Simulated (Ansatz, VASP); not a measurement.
## B3P in VASP and in Ansatz

```
B P
1.0
     5.30920    0.00000    0.00000
     0.00000    5.30920    0.00000
     0.00000    0.00000    5.30920
B P
6 2
Direct
  0.35160 0.00000 0.00000
  0.64840 0.00000 0.00000
  0.00000 0.35160 0.00000
  0.00000 0.64840 0.00000
  0.00000 0.00000 0.35160
  0.00000 0.00000 0.64840
  0.00000 0.00000 0.00000
  0.50000 0.50000 0.50000
```

Alike in both runs: task relaxation of cell and atoms; functional PBE; k mesh 8 × 8 × 8; occupations gaussian, width 0.1 eV; no spin polarisation.

```csv
,VASP,Ansatz
version,VASP 6.6.1,Ansatz 0.2.0
potentials or method,"VASP PAW PBE potentials, release 64 (B, P), cutoff 500 eV","scalar-relativistic, plane waves, PAW"
valence electrons in the cell,28,28
```

|  | VASP | Ansatz | Ansatz less VASP |
| --- | --- | --- | --- |
| gap on the k mesh at the Fermi level, each at its own relaxed structure (eV) | none | none | - |
| relaxed volume (Å³/atom) | 18.54 | 18.59 | +0.043 |
| relaxed cell length with the largest relative difference (Å) | 5.294 | 5.298 | +0.0041 |

A gap of «none» marks a metal or a gap that the smearing closes.
